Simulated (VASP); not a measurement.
AlN: single point with B3LYP

AlN:

```
Al N
1.0
     0.00000    2.02615    2.02615
     2.02615    0.00000    2.02615
     2.02615    2.02615    0.00000
Al N
1 1
Direct
  0.50000 0.50000 0.50000
  0.00000 0.00000 0.00000
```

```
Program                            : VASP 6.6.1
Task                               : single point
Functional                         : B3LYP
Potentials or basis                : VASP PAW PBE potentials, release 64 (Al, N)
Cutoff                             : 520 eV
k mesh                             : 6 × 6 × 6
Occupations                        : fermi-dirac, width 0.05 eV
Spin                               : no spin polarisation
Dipole correction                  : no
Grid for exact exchange (PRECFOCK) : Normal
Further INCAR settings             : ALGO = Normal; EDIFF = 1e-06; NBANDS = 11
Share of exact exchange            : 0.2
```

```yaml
Pressure: 0.8 GPa
Band_gap_on_the_k_mesh: 6.37 eV (least direct gap 7.68 eV)
```

Levels at points of the mesh, in eV from the valence-band top:
| k point | band 2 | band 3 | band 4 | band 5 | band 6 | band 7 |
| --- | --- | --- | --- | --- | --- | --- |
| (0.00, 0.00, 0.00) | 0.00 | 0.00 | 0.00 | 7.68 | 14.39 | 14.39 |
| (0.50, 0.00, 0.00) | -8.66 | -1.10 | -1.10 | 8.22 | 13.01 | 13.01 |
| (0.50, 0.50, 0.00) | -7.66 | -2.92 | -2.92 | 6.37 | 7.45 | 16.55 |

Run time: 5.3 min on 1 thread of Intel Xeon 8259CL (shared host), peak memory 0.14 GiB.

Caveat: the k points lie up to 0.45 Å⁻¹ apart; the PAW data sets were made with another functional, which shifts forces and pressure a little. A k mesh can miss the band edges.
